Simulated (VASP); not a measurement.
# Mo (Im-3m) in VASP: a series of runs

Aim: see how the results for Mo move with the level of theory and the settings. Levels: optB86b-vdW, r2SCAN+D3(BJ). Tasks: equation of state, electric field gradients.

Program: VASP 6.6.1. These are calculated values, not measurements. Logs are shortened: lines on timing, memory, paths and dates and some standing lists are left out, and cuts for length are marked.

**1. The cell of the first run**

The structure is cubic, space group Im-3m (No. 229). The conventional cell has a = 3.168 Å, b = 3.168 Å, c = 3.168 Å, α = 90.00°, β = 90.00°, γ = 90.00°. Within 3.6 Å of Mo (site symmetry m-3m) lie 14 Mo at 2.74 to 3.17 Å.

**2. Equation of state, optB86b-vdW**

POSCAR.step1 reads:

```
Mo
1.0
   -1.5347934234      1.5347934234      1.5347934234
    1.5347934234     -1.5347934234      1.5347934234
    1.5347934234      1.5347934234     -1.5347934234
Mo
1
Direct
    0.0000000000      0.0000000000      0.0000000000
```

POSCAR.step2 reads:

```
Mo
1.0
   -1.5514772677      1.5514772677      1.5514772677
    1.5514772677     -1.5514772677      1.5514772677
    1.5514772677      1.5514772677     -1.5514772677
Mo
1
Direct
    0.0000000000      0.0000000000      0.0000000000
```

POSCAR.step3 reads:

```
Mo
1.0
   -1.5678098076      1.5678098076      1.5678098076
    1.5678098076     -1.5678098076      1.5678098076
    1.5678098076      1.5678098076     -1.5678098076
Mo
1
Direct
    0.0000000000      0.0000000000      0.0000000000
```

POSCAR.step4 reads:

```
Mo
1.0
   -1.5838089719      1.5838089719      1.5838089719
    1.5838089719     -1.5838089719      1.5838089719
    1.5838089719      1.5838089719     -1.5838089719
Mo
1
Direct
    0.0000000000      0.0000000000      0.0000000000
```

POSCAR.step5 reads:

```
Mo
1.0
   -1.5994912687      1.5994912687      1.5994912687
    1.5994912687     -1.5994912687      1.5994912687
    1.5994912687      1.5994912687     -1.5994912687
Mo
1
Direct
    0.0000000000      0.0000000000      0.0000000000
```

POSCAR.step6 reads:

```
Mo
1.0
   -1.6148719360      1.6148719360      1.6148719360
    1.6148719360     -1.6148719360      1.6148719360
    1.6148719360      1.6148719360     -1.6148719360
Mo
1
Direct
    0.0000000000      0.0000000000      0.0000000000
```

POSCAR.step7 reads:

```
Mo
1.0
   -1.6299650719      1.6299650719      1.6299650719
    1.6299650719     -1.6299650719      1.6299650719
    1.6299650719      1.6299650719     -1.6299650719
Mo
1
Direct
    0.0000000000      0.0000000000      0.0000000000
```

INCAR reads:

```
GGA = MK
LUSE_VDW = True
AGGAC = 0.0
PARAM1 = 0.1234
PARAM2 = 1.0
ISMEAR = 1
SIGMA = 0.05
LWAVE = False
LCHARG = False
ISIF = 2
NSW = 0
PREC = Accurate
LASPH = True
LREAL = False
ALGO = Normal
EDIFF = 1E-7
NELM = 120
GGA_COMPAT = False
ENCUT = 640
```

KPOINTS reads:

```
Automatic mesh
0
Gamma
  23 23 23
  0 0 0
```

Potentials or basis: VASP PAW PBE potentials, release 64 (Mo_sv).

The run is started by

```sh
$ cat potpaw_PBE.64/Mo_sv/POTCAR > POTCAR
$ cp POSCAR.step1 POSCAR
$ mpirun -np 1 vasp_std > vasp.out
$ cp POSCAR.step2 POSCAR
$ mpirun -np 1 vasp_std > vasp.out
$ cp POSCAR.step3 POSCAR
$ mpirun -np 1 vasp_std > vasp.out
$ cp POSCAR.step4 POSCAR
$ mpirun -np 1 vasp_std > vasp.out
$ cp POSCAR.step5 POSCAR
$ mpirun -np 1 vasp_std > vasp.out
$ cp POSCAR.step6 POSCAR
$ mpirun -np 1 vasp_std > vasp.out
$ cp POSCAR.step7 POSCAR
$ mpirun -np 1 vasp_std > vasp.out
```

OUTCAR:

```text
GGA = MK
   ISMEAR = 1
   ISIF = 2
   NSW = 0
   PREC = Accurate
   LASPH = True
   LREAL = False
   EDIFF = 1E-7
   NELM = 120
   ENCUT = 640

 ion  position               nearest neighbor table
   1  0.000  0.000  0.000-

  LATTYP: Found a body centered cubic cell.
 ALAT       =     3.2599301438

  Lattice vectors:

 A1 = (  -1.6299650719,   1.6299650719,   1.6299650719)
 A2 = (   1.6299650719,  -1.6299650719,   1.6299650719)
 A3 = (   1.6299650719,   1.6299650719,  -1.6299650719)

Analysis of symmetry for initial positions (statically):
=====================================================================
 Subroutine PRICEL returns:
 Original cell was already a primitive cell.

 Routine SETGRP: Setting up the symmetry group for a
 body centered cubic supercell.

 Subroutine GETGRP returns: Found 48 space group operations
 (whereof 48 operations were pure point group operations)
 out of a pool of 48 trial point group operations.

The static configuration has the point symmetry O_h .

Analysis of symmetry for dynamics (positions and initial velocities):
=====================================================================
 Subroutine PRICEL returns:
 Original cell was already a primitive cell.

 Routine SETGRP: Setting up the symmetry group for a
 body centered cubic supercell.

 Subroutine GETGRP returns: Found 48 space group operations
 (whereof 48 operations were pure point group operations)
 out of a pool of 48 trial point group operations.

The dynamic configuration has the point symmetry O_h .

 Subroutine INISYM returns: Found 48 space group operations
 (whereof 48 operations are pure point group operations),
 and found     1 'primitive' translations

----------------------------------------------------------------------------------------

                                     Primitive cell

  volume of cell :      17.3219

  direct lattice vectors                    reciprocal lattice vectors
    -1.629965072  1.629965072  1.629965072     0.000000000  0.306755039  0.306755039
     1.629965072 -1.629965072  1.629965072     0.306755039  0.000000000  0.306755039
     1.629965072  1.629965072 -1.629965072     0.306755039  0.306755039  0.000000000

  length of vectors
     2.823182319  2.823182319  2.823182319     0.433817137  0.433817137  0.433817137

  position of ions in fractional coordinates (direct lattice)
     0.000000000  0.000000000  0.000000000

  ion indices of the primitive-cell ions
   primitive index   ion index
                 1           1

----------------------------------------------------------------------------------------

 KPOINTS: Automatic mesh

Automatic generation of k-mesh.
 Grid dimensions read from file:
 generate k-points for:   23   23   23

 Generating k-lattice:

  Cartesian coordinates                     Fractional coordinates (reciprocal lattice)
     0.000000000  0.013337176  0.013337176     0.043478261  0.000000000  0.000000000
     0.013337176  0.000000000  0.013337176     0.000000000  0.043478261  0.000000000
     0.013337176  0.013337176  0.000000000     0.000000000  0.000000000  0.043478261

  Length of vectors
     0.018861615  0.018861615  0.018861615

  Shift w.r.t. Gamma in fractional coordinates (k-lattice)
     0.000000000  0.000000000  0.000000000

 Subroutine IBZKPT returns following result:
 ===========================================

 Found    364 irreducible k-points:

 Following reciprocal coordinates:
            Coordinates               Weight
  0.000000  0.000000  0.000000      1.000000
  0.043478  0.000000  0.000000     12.000000
  0.086957  0.000000  0.000000     12.000000
  0.130435  0.000000  0.000000     12.000000
  0.173913  0.000000  0.000000     12.000000
  0.217391  0.000000  0.000000     12.000000
[... 16 lines left out ...]
  0.478261  0.043478  0.000000     24.000000
  0.086957  0.086957  0.000000     24.000000
 [... further k-points ...]
   k-points           NKPTS =    364   k-points in BZ     NKDIM =    364   number of bands    NBANDS=     11
   number of dos      NEDOS =    301   number of ions     NIONS =      1
   total plane-waves  NPLWV =  13824
   dimension x,y,z NGX =    24 NGY =   24 NGZ =   24
   dimension x,y,z NGXF=    48 NGYF=   48 NGZF=   48
   ions per type =               1
   NGX,Y,Z   is equivalent  to a cutoff of  14.13, 14.13, 14.13 a.u.
   NGXF,Y,Z  is equivalent  to a cutoff of  28.27, 28.27, 28.27 a.u.
 SYSTEM =  unknown system
   PREC   = accura    normal or accurate (medium, high low for compatibility)
   ISTART =      0    job   : 0-new  1-cont  2-samecut
   ICHARG =      2    charge: 1-file 2-atom 10-const
   ISPIN  =      1    spin polarized calculation?
   LNONCOLLINEAR =      F non collinear calculations
   LSORBIT =      F    spin-orbit coupling
   LASPH  =      T    aspherical Exc in radial PAW
   ENCUT  =  640.0 eV  47.04 Ry    6.86 a.u.   5.82  5.82  5.82*2*pi/ulx,y,z
   NELM   =    120;   NELMIN=  2; NELMDL=  0     # of ELM steps
   EDIFF  = 0.1E-06   stopping-criterion for ELM
   LREAL  =      F    real-space projection
   EDIFFG = 0.1E-05   stopping-criterion for IOM
   NSW    =      0    number of steps for IOM
   IBRION =     -1    ionic relax: 0-MD 1-quasi-New 2-CG
   NFREE  =      0    steps in history (QN), initial steepest desc. (CG)
   ISIF   =      2    stress and relaxation
   ISYM   =      2    0-nonsym 1-usesym 2-fastsym
   POTIM  = 0.5000    time-step for ionic-motion
   TEBEG  =    0.0;   TEEND  =   0.0 temperature during run

   SCALEE = 1.0000    scale energy and forces
   PSTRESS=    0.0 pullay stress
   NELECT =      14.0000    total number of electrons
   NUPDOWN=      -1.0000    fix difference up-down
   EMIN   =  10.00;   EMAX   =-10.00  energy-range for DOS
   EFERMI =   0.00;   METHOD = LEGACY
   ISMEAR =     1;   SIGMA  =   0.05  broadening in eV -4-tet -1-fermi 0-gaus
   EFERMI_NEDOS =   21; number of points for ismear=-14 and -15
   IALGO  =     38    algorithm
   IMIX   =      4    mixing-type and parameters
     AMIX     =   0.40;   BMIX     =  1.00
     AMIX_MAG =   1.60;   BMIX_MAG =  1.00
  volume/ion in A,a.u.               =      17.32       116.89
  Fermi-wavevector in a.u.,A,eV,Ry     =   1.524939  2.881717 31.639529  2.325440
  Thomas-Fermi vector in A             =   2.633178
   LORBIT       =      0    0 simple, 1 ext, 2 COOP (PROOUT), +10 PAW based schemes
   GGA     = MK    functional components
   LHFCALC =     F    Hartree Fock is set to
   AEXX    =    0.0000 exact exchange contribution
   IVDW_NL    =     1    kernel type
   BPARAM     = 6.3000
   IVDW    =     0    specifies the selected vdW correction
   LEPSILON=     F    determine dielectric tensor
   LRPA    =     F    only Hartree local field effects (RPA)

   CSHIFT  =0.1000    complex shift for real part using Kramers Kronig

   OMEGAMAX=  -1.0    maximum frequency
 non-spin polarized calculation
 Methfessel and Paxton  Order N= 1 SIGMA  =   0.05
  energy-cutoff  :      640.00
  volume of cell :       17.32
 maximum number of plane-waves:       661
   NGX = 11   NGY = 11   NGZ = 11

 number of electron      14.0000000 magnetization

 Free energy of the ion-electron system (eV)
  ---------------------------------------------------
  ext. energy  EPLUGINS =         0.00000000
  ---------------------------------------------------
  free energy    TOTEN  =        -8.02385831 eV

  energy without entropy =       -8.02390171  energy(sigma->0) =       -8.02387278

 E-fermi :  10.9401     XC(G=0): -12.8767

 val. band max:       10.9098879107   @ k =  -0.3043   0.3478   0.1739
 cond. band min:      10.9489031514   @ k =  -0.1739   0.2174   0.0870
 fundamental gap:      0.0390152407
 Fermi energy:        10.9401319913

 k-point     1 :       0.0000    0.0000    0.0000
  band No.  band energies     occupation
      1     -50.3123      2.00000
      2     -23.8025      2.00000
      3     -23.8025      2.00000
      4     -23.8025      2.00000
      5       4.0700      2.00000
      6       9.7271      2.00000
      7       9.7271      2.00000
      8       9.7271      2.00000
      9      12.3956      0.00000
     10      12.3956      0.00000
     11      25.6160      0.00000

 k-point     2 :       0.0435    0.0000    0.0000
  band No.  band energies     occupation
      1     -50.3091      2.00000
      2     -23.8222      2.00000
      3     -23.8087      2.00000
      4     -23.8025      2.00000
      5       4.1454      2.00000
      6       9.6868      2.00000
      7       9.7216      2.00000
      8       9.7956      2.00000
      9      12.3367      0.00000
     10      12.3970      0.00000
     11      25.6690      0.00000

 k-point     3 :       0.0870    0.0000    0.0000
  band No.  band energies     occupation
      1     -50.2998      2.00000
      2     -23.8799      2.00000
      3     -23.8270      2.00000
      4     -23.8028      2.00000
      5       4.3663      2.00000
      6       9.5710      2.00000
      7       9.6991      2.00000
      8       9.9993      2.00000
      9      12.1875      0.00000
     10      12.4026      0.00000
     11      25.8049      0.00000

 k-point     4 :       0.1304    0.0000    0.0000
  band No.  band energies     occupation
      1     -50.2850      2.00000
      2     -23.9704      2.00000
      3     -23.8558      2.00000
      4     -23.8032      2.00000
      5       4.7147      2.00000
      6       9.3942      2.00000
      7       9.6461      2.00000
      8      10.3329      2.00000
      9      12.0177      0.00000
     10      12.4164      0.00000
     11      25.9479      0.00000

 k-point     5 :       0.1739    0.0000    0.0000
  band No.  band energies     occupation
      1     -50.2658      2.00000
      2     -24.0862      2.00000
      3     -23.8928      2.00000
      4     -23.8038      2.00000
      5       5.1558      2.00000
      6       9.1762      2.00000
      7       9.5624      2.00000
      8      10.7873      2.00014
      9      11.9024     -0.00000
     10      12.4432      0.00000
     11      25.9604      0.00000
[... 211 lines left out ...]
 k-point    21 :       0.3913    0.0435   -0.0000
  band No.  band energies     occupation
      1     -50.1501      2.00000
      2     -24.7373      2.00000
      3     -24.1116      2.00000
      4     -23.8151      2.00000
      5       6.3283      2.00000
      6       8.0891      2.00000
      7      11.2055     -0.00000
      8      12.3739      0.00000
      9      12.9341      0.00000
     10      14.5212      0.00000
     11      22.0008      0.00000

 k-point    22 :       0.4348    0.0435   -0.0000
  band No.  band energies     occupation
      1     -50.1406      2.00000
      2     -24.7882      2.00000
      3     -24.1296      2.00000
      4     -23.8154      2.00000
      5       6.2691      2.00000
      6       8.0106      2.00000
      7      11.7192     -0.00000
      8      12.3884      0.00000
      9      13.0596      0.00000
     10      14.9662      0.00000
     11      21.2843      0.00000

 k-point    23 :       0.4783    0.0435    0.0000
  band No.  band energies     occupation
      1     -50.1374      2.00000
      2     -24.8055      2.00000
      3     -24.1357      2.00000
      4     -23.8156      2.00000
      5       6.2461      2.00000
      6       7.9841      2.00000
      7      11.9454      0.00000
      8      12.3488      0.00000
      9      13.1209      0.00000
     10      15.1294      0.00000
     11      21.0182      0.00000

 k-point    24 :       0.0870    0.0870    0.0000
  band No.  band energies     occupation
      1     -50.2766      2.00000
      2     -24.0220      2.00000
      3     -23.8538      2.00000
      4     -23.8216      2.00000
      5       4.9170      2.00000
      6       9.3770      2.00000
      7       9.4831      2.00000
      8      10.5834      2.00000
      9      11.8872     -0.00000
     10      12.4799      0.00000
     11      26.1530      0.00000

 [... further k-points ...]

------------------------ aborting loop because EDIFF is reached ----------------------------------------

  FORCE on cell =-STRESS in cart. coord.  units (eV):
  Direction    XX          YY          ZZ          XY          YZ          ZX
  --------------------------------------------------------------------------------------
  -------------------------------------------------------------------------------------
  Total       -2.4735342     -2.4735342     -2.4735342      0.0000000      0.0000000      0.0000000
  in kB     -228.7881934   -228.7881934   -228.7881934      0.0000000      0.0000000      0.0000000
  external PRESSURE =    -228.7881934 kB  Pullay stress =       0.0000000 kB

 VOLUME and BASIS-vectors are now :
 -----------------------------------------------------------------------------
  energy-cutoff  :      640.00
  volume of cell :       17.32
      direct lattice vectors                 reciprocal lattice vectors
    -1.629965072  1.629965072  1.629965072     0.000000000  0.306755039  0.306755039
     1.629965072 -1.629965072  1.629965072     0.306755039  0.000000000  0.306755039
     1.629965072  1.629965072 -1.629965072     0.306755039  0.306755039  0.000000000

 POSITION                                       TOTAL-FORCE (eV/Angst)
 -----------------------------------------------------------------------------------
      0.00000      0.00000      0.00000         0.000000      0.000000     -0.000000
 -----------------------------------------------------------------------------------
    total drift:                               -0.000000      0.000000      0.000000

  FREE ENERGIE OF THE ION-ELECTRON SYSTEM (eV)
  ---------------------------------------------------
  free  energy   TOTEN  =        -8.0238583084 eV

  energy  without entropy=       -8.0239017092  energy(sigma->0) =       -8.02387278

Total vdW correction in eV:      1.7524660
```

It took 9.1 min on 1 thread of Intel Xeon Platinum 8375C at 2.90GHz (Ice Lake), shared host; peak memory 0.34 GiB.

What came out:

| Item | Value |
| --- | --- |
| Equilibrium volume | 15.59 Å³/atom |
| Bulk modulus | 269 GPa |
| Pressure derivative of the bulk modulus | 4.1 |

Energy against volume, from the lowest point:
```
volume (Å³/atom)  energy (meV/atom)
          14.461              76.62
          14.938              23.03
          15.415               0.00
          15.892               2.92
          16.368              28.12
          16.845              72.47
          17.322             133.06
```

Caveat: the PAW data sets were made with another functional, which shifts forces and pressure a little.

(Part 1 of 2 ends here.)
